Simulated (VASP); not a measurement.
# Ca in VASP: a series of runs, part 3 of 3

VASP 6.6.1.

### Step 5. Single point, r2SCAN

This run uses another cell than the first one, of 22.16 Å³/atom.

POSCAR reads:

```
Ca
1.0
   -1.7702671565      1.7702671565      1.7675284724
    1.7702671565     -1.7702671565      1.7675284724
    1.7702671565      1.7702671565     -1.7675284724
Ca
1
Direct
    0.5000000000      0.5000000000      0.0000000000
```

INCAR.step1 reads:

```
SYSTEM = Ca
PREC = Accurate
ENCUT = 520
ISMEAR = -1
SIGMA = 0.05
LREAL = .False.
LASPH = .True.
NELM = 60
NBANDS = 11
GGA = PE
ALGO = Normal
EDIFF = 1E-4
LWAVE = .True.
LCHARG = .False.
```

INCAR.step2 reads:

```
SYSTEM = Ca
PREC = Accurate
ENCUT = 520
EDIFF = 1E-6
ISMEAR = -1
SIGMA = 0.05
LREAL = .False.
LASPH = .True.
NELM = 60
ALGO = Normal
ISIF = 2
LWAVE = .False.
LCHARG = .False.
METAGGA = R2SCAN
LMIXTAU = .True.
NBANDS = 11
ISTART = 1
```

KPOINTS reads:

```
regular mesh
0
Gamma
  9 9 9
  0 0 0
```

Potentials or basis: VASP PAW PBE potentials, release 64 (Ca_sv).

Launch:

```sh
$ cat potpaw_PBE.64/Ca_sv/POTCAR > POTCAR
$ cp INCAR.step1 INCAR
$ mpirun -np 1 vasp_std > vasp.out
$ cp INCAR.step2 INCAR
$ mpirun -np 1 vasp_std > vasp.out
```

OUTCAR:

```text
SYSTEM = Ca
   PREC = Accurate
   ENCUT = 520
   EDIFF = 1E-6
   ISMEAR = -1
   LREAL = .False.
   LASPH = .True.
   NELM = 60
   ISIF = 2
   METAGGA = R2SCAN
   ISTART = 1

 ion  position               nearest neighbor table
   1  0.500  0.500  0.000-

  LATTYP: Found a body centered tetragonal cell.
 ALAT       =     3.5405343130
 C/A-ratio  =     0.9984529544

  Lattice vectors:

 A1 = (  -1.7702671565,   1.7702671565,   1.7675284724)
 A2 = (   1.7702671565,  -1.7702671565,   1.7675284724)
 A3 = (   1.7702671565,   1.7702671565,  -1.7675284724)

Analysis of symmetry for initial positions (statically):
=====================================================================
 Subroutine PRICEL returns:
 Original cell was already a primitive cell.

 Routine SETGRP: Setting up the symmetry group for a
 body centered tetragonal supercell.

 Subroutine GETGRP returns: Found 16 space group operations
 (whereof 16 operations were pure point group operations)
 out of a pool of 16 trial point group operations.

The static configuration has the point symmetry D_4h.
[... 163 lines left out ...]
 Fermi energy:         5.2080030008

 k-point     1 :       0.0000    0.0000    0.0000
  band No.  band energies     occupation
      1     -37.2679      2.00000
      2     -16.8575      2.00000
      3     -16.8574      2.00000
      4     -16.8574      2.00000
      5       0.3254      2.00000
      6       8.8517      0.00000
      7       8.8656      0.00000
      8       8.8656      0.00000
      9      10.7385      0.00000
     10      10.7577      0.00000
     11      20.0093      0.00000
[... 309 lines left out ...]
 k-point    24 :       0.4444    0.4444    0.0000
  band No.  band energies     occupation
      1     -37.0309      2.00000
      2     -17.9748      2.00000
      3     -17.2373      2.00000
      4     -16.9253      2.00000
      5       4.1907      2.00000
      6       6.7829      0.00000
      7       6.8367      0.00000
      8      10.7877      0.00000
      9      11.6017      0.00000
     10      13.4231      0.00000
     11      16.4512      0.00000

 [... further k-points ...]

------------------------ aborting loop because EDIFF is reached ----------------------------------------

  FORCE on cell =-STRESS in cart. coord.  units (eV):
  Direction    XX          YY          ZZ          XY          YZ          ZX
  --------------------------------------------------------------------------------------
  -------------------------------------------------------------------------------------
  Total        4.1764697      4.1764697      4.1838479      0.0000000      0.0000000      0.0000000
  in kB      302.0062144    302.0062144    302.5397424      0.0000000      0.0000000      0.0000000
  external PRESSURE =     302.1840571 kB  Pullay stress =       0.0000000 kB

 VOLUME and BASIS-vectors are now :
 -----------------------------------------------------------------------------
  energy-cutoff  :      520.00
  volume of cell :       22.16
      direct lattice vectors                 reciprocal lattice vectors
    -1.770267157  1.770267157  1.767528472     0.000000000  0.282443245  0.282880875
     1.770267157 -1.770267157  1.767528472     0.282443245  0.000000000  0.282880875
     1.770267157  1.770267157 -1.767528472     0.282443245  0.282443245  0.000000000

 POSITION                                       TOTAL-FORCE (eV/Angst)
 -----------------------------------------------------------------------------------
      0.00000      0.00000      1.76753        -0.000000      0.000000      0.000000
 -----------------------------------------------------------------------------------
    total drift:                               -0.000000      0.000000      0.000000

  FREE ENERGIE OF THE ION-ELECTRON SYSTEM (eV)
  ---------------------------------------------------
  free  energy   TOTEN  =        -5.7519147360 eV

  energy  without entropy=       -5.7470310664  energy(sigma->0) =       -5.74947290
```

OUTCAR.step1:

```text
SYSTEM = Ca
   PREC = Accurate
   ENCUT = 520
   ISMEAR = -1
   LREAL = .False.
   LASPH = .True.
[... 553 lines left out ...]
 -----------------------------------------------------------------------------------
      0.00000      0.00000      1.76753         0.000000      0.000000      0.000000
 -----------------------------------------------------------------------------------
    total drift:                               -0.000000      0.000000      0.000000

  FREE ENERGIE OF THE ION-ELECTRON SYSTEM (eV)
  ---------------------------------------------------
  free  energy   TOTEN  =        -0.7729559046 eV

  energy  without entropy=       -0.7674225306  energy(sigma->0) =       -0.77018922
```

Run time: 22 s. Hardware: 1 thread of Intel Xeon 6975P-C (Granite Rapids), shared host; peak memory 0.15 GiB.

What came out:

```yaml
Free_energy: -5.7519 eV
Pressure: 30.2 GPa
Band_gap_on_the_k_mesh: zero (bands 5 and 6 overlap by 1.78 eV)
```

Levels at points of the mesh, in eV from the Fermi level:
```csv
k point,band 1,band 2,band 3,band 4,band 5,band 6,band 7,band 8,band 9,band 10
"(0.00, 0.00, 0.00)",-42.48,-22.07,-22.07,-22.07,-4.88,3.64,3.66,3.66,5.53,5.55
```

Caveat: the cell stands under pressure; the PAW data sets were made with another functional, which shifts forces and pressure a little.

### Step 6. The runs side by side

| level | cell | gap on the mesh (eV) | pressure (GPa) |
| --- | --- | --- | --- |
| PBE | a = 3.840 Å, angles 109.4, 109.4, 109.7°, 1 atom | none | -0.5 |
| PBE | a = 3.889 Å, angles 109.4, 109.4, 109.7°, 1 atom | none | -1.0 |
| PBE | a = 3.769, b = 3.834, c = 3.851 Å, angles 109.4, 109.5, 109.7°, 1 atom | none | -0.2 |
| r2SCAN | a = 3.065 Å, angles 109.4, 109.4, 109.6°, 1 atom | none | 30.2 |

Alike in all rows: task single point; potentials or basis VASP PAW PBE potentials, release 64 (Ca_sv); no spin polarisation; k mesh 9 × 9 × 9; cutoff (eV) 520; smearing fermi-dirac 0.05 eV.

Caveats: the cell stands under pressure (at least some runs); the PAW data sets were made with another functional, which shifts forces and pressure a little (at least some runs).

Absolute energies hang on the potentials; compare differences alone.
